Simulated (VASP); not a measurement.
# CdTe (zincblende type) (F-43m) in VASP: notebook

The runs below take CdTe (zincblende type) through single point, with LDA.

Everything below comes from runs of VASP 6.6.1. Logs are shortened: lines on timing, memory, paths and dates and some standing lists are left out, and cuts for length are marked.

## (1) The cell of the first run

It takes space group F-43m (No. 216, cubic). Conventional cell: a = 5.948 Å, b = 5.948 Å, c = 5.948 Å, α = 90.00°, β = 90.00°, γ = 90.00°. Cd (site symmetry -43m) has 4 Te at 2.58 Å within 3.4 Å. Te (site symmetry -43m) has 4 Cd at 2.58 Å within 3.4 Å.

## (2) Single point, LDA (26.31 Å³/atom)

The input, INCAR:

```
SYSTEM = CdTe
ALGO = Normal ; EDIFF = 1E-6
ENCUT = 520 ; ISIF = 2
ISMEAR = -1 ; LASPH = .TRUE.
LCHARG = .TRUE. ; LELF = .TRUE.
LREAL = .FALSE. ; LVHAR = .TRUE.
LWAVE = .FALSE. ; NBANDS = 16
NELM = 100 ; PREC = Accurate
SIGMA = 0.05
```

The input, KPOINTS:

```
k-points
0
G
  12 12 12
  0 0 0
```

The input, POSCAR:

```
CdTe
1.0
    0.0000000000      2.9740504581      2.9740504581
    2.9740504581      0.0000000000      2.9740504581
    2.9740504581      2.9740504581      0.0000000000
Cd Te
1 1
Direct
    0.0000000000      0.0000000000      0.0000000000
    0.2500000000      0.2500000000      0.2500000000
```

Potentials or basis: VASP PAW LDA potentials, release 64 (Cd, Te).

Command:

```
$ cat potpaw_LDA.64/Cd/POTCAR potpaw_LDA.64/Te/POTCAR > POTCAR
$ mpirun -np 1 vasp_std > vasp.out
```

OUTCAR:

```text
SYSTEM = CdTe
   EDIFF = 1E-6
   ENCUT = 520
   ISIF = 2
   ISMEAR = -1
   LASPH = .TRUE.
   LREAL = .FALSE.
   NELM = 100
   PREC = Accurate

 ion  position               nearest neighbor table
   1  0.000  0.000  0.000-   2 2.58   2 2.58   2 2.58   2 2.58
   2  0.250  0.250  0.250-   1 2.58   1 2.58   1 2.58   1 2.58

  LATTYP: Found a face centered cubic cell.
 ALAT       =     5.9481009162

  Lattice vectors:

 A1 = (   0.0000000000,   2.9740504581,   2.9740504581)
 A2 = (   2.9740504581,   0.0000000000,   2.9740504581)
 A3 = (   2.9740504581,   2.9740504581,   0.0000000000)

Analysis of symmetry for initial positions (statically):
=====================================================================
 Subroutine PRICEL returns:
 Original cell was already a primitive cell.

 Routine SETGRP: Setting up the symmetry group for a
 face centered cubic supercell.

 Subroutine GETGRP returns: Found 24 space group operations
 (whereof 24 operations were pure point group operations)
 out of a pool of 48 trial point group operations.

The static configuration has the point symmetry T_d .

Analysis of symmetry for dynamics (positions and initial velocities):
=====================================================================
 Subroutine PRICEL returns:
 Original cell was already a primitive cell.

 Routine SETGRP: Setting up the symmetry group for a
 face centered cubic supercell.

 Subroutine GETGRP returns: Found 24 space group operations
 (whereof 24 operations were pure point group operations)
 out of a pool of 48 trial point group operations.

The dynamic configuration has the point symmetry T_d .

 Subroutine INISYM returns: Found 24 space group operations
 (whereof 24 operations are pure point group operations),
 and found     1 'primitive' translations

----------------------------------------------------------------------------------------

                                     Primitive cell

  volume of cell :      52.6108

  direct lattice vectors                    reciprocal lattice vectors
     0.000000000  2.974050458  2.974050458    -0.168120887  0.168120887  0.168120887
     2.974050458  0.000000000  2.974050458     0.168120887 -0.168120887  0.168120887
     2.974050458  2.974050458  0.000000000     0.168120887  0.168120887 -0.168120887

  length of vectors
     4.205942493  4.205942493  4.205942493     0.291193918  0.291193918  0.291193918

  position of ions in fractional coordinates (direct lattice)
     0.000000000  0.000000000  0.000000000
     0.250000000  0.250000000  0.250000000

  ion indices of the primitive-cell ions
   primitive index   ion index
                 1           1
                 2           2

----------------------------------------------------------------------------------------

 KPOINTS: k-points

Automatic generation of k-mesh.
 Grid dimensions read from file:
 generate k-points for:   12   12   12

 Generating k-lattice:

  Cartesian coordinates                     Fractional coordinates (reciprocal lattice)
    -0.014010074  0.014010074  0.014010074     0.083333333  0.000000000  0.000000000
     0.014010074 -0.014010074  0.014010074     0.000000000  0.083333333  0.000000000
     0.014010074  0.014010074 -0.014010074     0.000000000  0.000000000  0.083333333

  Length of vectors
     0.024266160  0.024266160  0.024266160

  Shift w.r.t. Gamma in fractional coordinates (k-lattice)
     0.000000000  0.000000000  0.000000000

 Subroutine IBZKPT returns following result:
 ===========================================

 Found     72 irreducible k-points:

 Following reciprocal coordinates:
            Coordinates               Weight
  0.000000  0.000000  0.000000      1.000000
  0.083333  0.000000  0.000000      8.000000
  0.166667  0.000000  0.000000      8.000000
  0.250000  0.000000  0.000000      8.000000
  0.333333  0.000000  0.000000      8.000000
  0.416667  0.000000  0.000000      8.000000
[... 16 lines left out ...]
  0.500000  0.166667  0.000000     24.000000
 -0.416667  0.166667  0.000000     24.000000
 [... further k-points ...]
   k-points           NKPTS =     72   k-points in BZ     NKDIM =     72   number of bands    NBANDS=     16
   number of dos      NEDOS =    301   number of ions     NIONS =      2
   total plane-waves  NPLWV =  32768
   dimension x,y,z NGX =    32 NGY =   32 NGZ =   32
   dimension x,y,z NGXF=    64 NGYF=   64 NGZF=   64
   ions per type =               1   1
   NGX,Y,Z   is equivalent  to a cutoff of  12.65, 12.65, 12.65 a.u.
   NGXF,Y,Z  is equivalent  to a cutoff of  25.30, 25.30, 25.30 a.u.
 SYSTEM =  CdTe
   PREC   = accura    normal or accurate (medium, high low for compatibility)
   ISTART =      0    job   : 0-new  1-cont  2-samecut
   ICHARG =      2    charge: 1-file 2-atom 10-const
   ISPIN  =      1    spin polarized calculation?
   LNONCOLLINEAR =      F non collinear calculations
   LSORBIT =      F    spin-orbit coupling
   LASPH  =      T    aspherical Exc in radial PAW
   ENCUT  =  520.0 eV  38.22 Ry    6.18 a.u.   7.82  7.82  7.82*2*pi/ulx,y,z
   NELM   =    100;   NELMIN=  2; NELMDL= -5     # of ELM steps
   EDIFF  = 0.1E-05   stopping-criterion for ELM
   LREAL  =      F    real-space projection
   EDIFFG = 0.1E-04   stopping-criterion for IOM
   NSW    =      0    number of steps for IOM
   IBRION =     -1    ionic relax: 0-MD 1-quasi-New 2-CG
   NFREE  =      0    steps in history (QN), initial steepest desc. (CG)
   ISIF   =      2    stress and relaxation
   ISYM   =      2    0-nonsym 1-usesym 2-fastsym
   POTIM  = 0.5000    time-step for ionic-motion
   TEBEG  =    0.0;   TEEND  =   0.0 temperature during run
   PSTRESS=    0.0 pullay stress
   NELECT =      18.0000    total number of electrons
   NUPDOWN=      -1.0000    fix difference up-down
   EMIN   =  10.00;   EMAX   =-10.00  energy-range for DOS
   EFERMI =   0.00;   METHOD = LEGACY
   ISMEAR =    -1;   SIGMA  =   0.05  broadening in eV -4-tet -1-fermi 0-gaus
   EFERMI_NEDOS =   21; number of points for ismear=-14 and -15
   IALGO  =     38    algorithm
   IMIX   =      4    mixing-type and parameters
     AMIX     =   0.40;   BMIX     =  1.00
     AMIX_MAG =   1.60;   BMIX_MAG =  1.00
  volume/ion in A,a.u.               =      26.31       177.52
  Fermi-wavevector in a.u.,A,eV,Ry     =   1.145005  2.163745 17.837730  1.311036
  Thomas-Fermi vector in A             =   2.281695
   LORBIT       =      0    0 simple, 1 ext, 2 COOP (PROOUT), +10 PAW based schemes
   GGA     = CA    functional components
   LHFCALC =     F    Hartree Fock is set to
   AEXX    =    0.0000 exact exchange contribution
   IVDW    =     0    specifies the selected vdW correction
   LEPSILON=     F    determine dielectric tensor
   LRPA    =     F    only Hartree local field effects (RPA)
 non-spin polarized calculation
  energy-cutoff  :      520.00
  volume of cell :       52.61
 maximum number of plane-waves:      1430
   NGX = 15   NGY = 15   NGZ = 15

 number of electron      17.9999998 magnetization

 Free energy of the ion-electron system (eV)
  ---------------------------------------------------
  ext. energy  EPLUGINS =         0.00000000
  ---------------------------------------------------
  free energy    TOTEN  =        -5.42932436 eV

  energy without entropy =       -5.42932435  energy(sigma->0) =       -5.42932435

 E-fermi :   5.7003     XC(G=0): -10.1010

 val. band max:        4.9751845157   @ k =   0.0000   0.0000   0.0000
 cond. band min:       6.3412736908   @ k =   0.0000   0.0000   0.0000
 fundamental gap:      1.3660891751
 Fermi energy:         5.7003389102

 k-point     1 :       0.0000    0.0000    0.0000
  band No.  band energies     occupation
      1      -8.1270      2.00000
      2      -4.6241      2.00000
      3      -4.6241      2.00000
      4      -4.6241      2.00000
      5      -4.1178      2.00000
      6      -4.1178      2.00000
[... 8 lines left out ...]
     15      14.7220      0.00000
     16      14.7220      0.00000

 k-point     2 :       0.0833    0.0000    0.0000
  band No.  band energies     occupation
      1      -8.0816      2.00000
      2      -4.6141      2.00000
      3      -4.6141      2.00000
      4      -4.6030      2.00000
      5      -4.1194      2.00000
      6      -4.1194      2.00000
[... 8 lines left out ...]
     15      13.9087      0.00000
     16      13.9087      0.00000

 k-point     3 :       0.1667    0.0000    0.0000
  band No.  band energies     occupation
      1      -7.9559      2.00000
      2      -4.5875      2.00000
      3      -4.5875      2.00000
      4      -4.5281      2.00000
      5      -4.1222      2.00000
      6      -4.1222      2.00000
[... 8 lines left out ...]
     15      13.3934      0.00000
     16      13.3934      0.00000

 k-point     4 :       0.2500    0.0000    0.0000
  band No.  band energies     occupation
      1      -7.7820      2.00000
      2      -4.5542      2.00000
      3      -4.5542      2.00000
      4      -4.3689      2.00000
      5      -4.1219      2.00000
      6      -4.1219      2.00000
[... 8 lines left out ...]
     15      13.4050      0.00000
     16      13.4050      0.00000
[... 324 lines left out ...]
 k-point    22 :       0.4167    0.1667    0.0000
  band No.  band energies     occupation
      1      -7.4713      2.00000
      2      -4.4936      2.00000
      3      -4.4563      2.00000
      4      -4.2123      2.00000
      5      -4.0916      2.00000
      6      -3.8264      2.00000
[... 8 lines left out ...]
     15      15.1971      0.00000
     16      15.7502      0.00000

 k-point    23 :       0.5000    0.1667    0.0000
  band No.  band energies     occupation
      1      -7.3870      2.00000
      2      -4.4838      2.00000
      3      -4.4489      2.00000
      4      -4.1669      2.00000
      5      -4.0972      2.00000
      6      -3.5045      2.00000
[... 8 lines left out ...]
     15      15.5942      0.00000
     16      15.8451      0.00000

 k-point    24 :      -0.4167    0.1667    0.0000
  band No.  band energies     occupation
      1      -7.3764      2.00000
      2      -4.4808      2.00000
      3      -4.4554      2.00000
      4      -4.1413      2.00000
      5      -4.1125      2.00000
      6      -3.4345      2.00000
[... 8 lines left out ...]
     15      14.6787      0.00000
     16      15.1120      0.00000

 [... further k-points ...]

------------------------ aborting loop because EDIFF is reached ----------------------------------------

  FORCE on cell =-STRESS in cart. coord.  units (eV):
  Direction    XX          YY          ZZ          XY          YZ          ZX
  --------------------------------------------------------------------------------------
  -------------------------------------------------------------------------------------
  Total        6.0195487      6.0195487      6.0195487     -0.0000000     -0.0000000     -0.0000000
  in kB      183.3156394    183.3156394    183.3156394     -0.0000000     -0.0000000     -0.0000000
  external PRESSURE =     183.3156394 kB  Pullay stress =       0.0000000 kB

 VOLUME and BASIS-vectors are now :
 -----------------------------------------------------------------------------
  energy-cutoff  :      520.00
  volume of cell :       52.61
      direct lattice vectors                 reciprocal lattice vectors
     0.000000000  2.974050458  2.974050458    -0.168120887  0.168120887  0.168120887
     2.974050458  0.000000000  2.974050458     0.168120887 -0.168120887  0.168120887
     2.974050458  2.974050458  0.000000000     0.168120887  0.168120887 -0.168120887

 POSITION                                       TOTAL-FORCE (eV/Angst)
 -----------------------------------------------------------------------------------
      0.00000      0.00000      0.00000         0.000000      0.000000      0.000000
      1.48703      1.48703      1.48703        -0.000000     -0.000000     -0.000000
 -----------------------------------------------------------------------------------
    total drift:                               -0.000000     -0.000000      0.000000

  FREE ENERGIE OF THE ION-ELECTRON SYSTEM (eV)
  ---------------------------------------------------
  free  energy   TOTEN  =        -5.4293243566 eV

  energy  without entropy=       -5.4293243517  energy(sigma->0) =       -5.42932435
```

Wall time 69 s (1 thread of Intel Xeon 8259CL, shared host); peak memory 0.2 GiB.

What came out:

```yaml
Free_energy: -5.4293 eV
Pressure: 18.3 GPa
Band_gap_on_the_k_mesh: 1.37 eV
```

Caveat: the cell stands under pressure; spin-orbit coupling is left out, which moves the levels of the heavy elements. A k mesh can miss the band edges.

## (3) Single point, LDA (28.94 Å³/atom)

This run uses another cell than the first one, of 28.94 Å³/atom.

The input, INCAR:

```
  ALGO = Normal
  EDIFF = 1E-6
  ENCUT = 520
  ISIF = 2
  ISMEAR = -1
  LASPH = True
  LCHARG = False
  LREAL = False
  LWAVE = False
  NBANDS = 16
  NELM = 60
  PREC = Accurate
  SIGMA = 0.05
```

The input, KPOINTS:

```
k-points
0
Gamma
  12 12 12
```

The input, POSCAR:

```
CdTe
1.0
    0.0000000000      3.0700531503      3.0700531503
    3.0700531503      0.0000000000      3.0700531503
    3.0700531503      3.0700531503      0.0000000000
Cd Te
1 1
Direct
    0.0000000000      0.0000000000      0.0000000000
    0.2500000000      0.2500000000      0.2500000000
```

Potentials or basis: VASP PAW LDA potentials, release 64 (Cd, Te).

Command:

```
$ cat potpaw_LDA.64/Cd/POTCAR potpaw_LDA.64/Te/POTCAR > POTCAR
$ mpirun -np 1 vasp_std > vasp.out
```

Run time: 58 s. Hardware: 1 thread of Intel Xeon 8259CL, shared host; peak memory 0.2 GiB.

The run converged. Its results:

- Free energy: -5.8576 eV
- Pressure: 8.5 GPa
- Band gap on the k mesh: 1.06 eV

Levels at points of the mesh, in eV from the valence-band top:
```
           k point  band 6  band 7  band 8  band 9  band 10  band 11  band 12  band 13
(0.00, 0.00, 0.00)   -8.61    0.00    0.00    0.00     1.06     4.34     4.34     4.34
(0.50, 0.00, 0.00)   -8.11   -5.54   -1.07   -1.07     1.80     4.99     4.99     6.83
(0.50, 0.50, 0.00)   -7.92   -5.24   -2.52   -2.52     2.05     2.43     9.61     9.81
```

Caveat: the cell stands under pressure; spin-orbit coupling is left out, which moves the levels of the heavy elements.
